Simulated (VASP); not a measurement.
Wanted: the native input for a VASP 6.6.1 run.

```yaml
Task: single point
Functional: r2SCAN
Potentials_or_basis: VASP PAW PBE potentials, release 64 (Na_pv, H)
Cutoff: 520 eV
k_mesh: 8 × 8 × 8
Occupations: gaussian, width 0.05 eV
Spin: no spin polarisation
Dipole_correction: no
Further_INCAR_settings: ALGO = Normal; EDIFF = 1e-07; NBANDS = 11
```

The system is NaH.

```
Na H
1.0
     0.00000    2.44000    2.44000
     2.44000    0.00000    2.44000
     2.44000    2.44000    0.00000
Na H
1 1
Direct
  0.00000 0.00000 0.98551
  0.50000 0.50000 0.50000
```

This cell differs from its parent crystal: all Na atoms moved -0.050 Å, as atom 1 along Cartesian [1 1 0].

The input as run:

POSCAR

```
NaH
1.0
    0.0000000000      2.4400000000      2.4400000000
    2.4400000000      0.0000000000      2.4400000000
    2.4400000000      2.4400000000      0.0000000000
Na H
1 1
Direct
    0.0000000000      0.0000000000     -0.0144898931
    0.5000000000      0.5000000000      0.5000000000
```

INCAR.step1

```
SYSTEM = NaH
PREC = Accurate
ENCUT = 520
ISMEAR = 0
SIGMA = 0.05
LREAL = .FALSE.
LASPH = .TRUE.
NELM = 100
NBANDS = 11
GGA = PE
ALGO = Normal
EDIFF = 1E-4
LWAVE = .TRUE.
LCHARG = .FALSE.
```

INCAR.step2

```
SYSTEM = NaH
PREC = Accurate
ENCUT = 520
EDIFF = 1E-7
ISMEAR = 0
SIGMA = 0.05
LREAL = .FALSE.
LASPH = .TRUE.
NELM = 100
ALGO = Normal
ISIF = 2
LWAVE = .FALSE.
LCHARG = .TRUE.
METAGGA = R2SCAN
LMIXTAU = .TRUE.
LELF = .TRUE.
LVHAR = .TRUE.
NBANDS = 11
ISTART = 1
```

KPOINTS

```
regular mesh
0
G
  8 8 8
  0 0 0
```

Potentials or basis: VASP PAW PBE potentials, release 64 (Na_pv, H).

The run is started by

```bash
$ cat potpaw_PBE.64/Na_pv/POTCAR potpaw_PBE.64/H/POTCAR > POTCAR
$ cp INCAR.step1 INCAR
$ mpirun -np 1 vasp_std > vasp.out
$ cp INCAR.step2 INCAR
$ mpirun -np 1 vasp_std > vasp.out
```

Results of the run:

| Property | Result |
| --- | --- |
| Pressure | -1.3 GPa |
| Largest force | 0.040 eV/Å |
| Band gap on the k mesh | 4.31 eV, indirect (least direct gap 5.13 eV) |

Caveat: the cell differs from its parent crystal (all Na atoms moved -0.050 Å, as atom 1 along Cartesian [1 1 0]); the PAW data sets were made with another functional, which shifts forces and pressure a little.

Run time: 2.3 min on 1 thread of AMD EPYC 7R43 64-Core Processor (Zen 3) (shared host), peak memory 0.14 GiB.
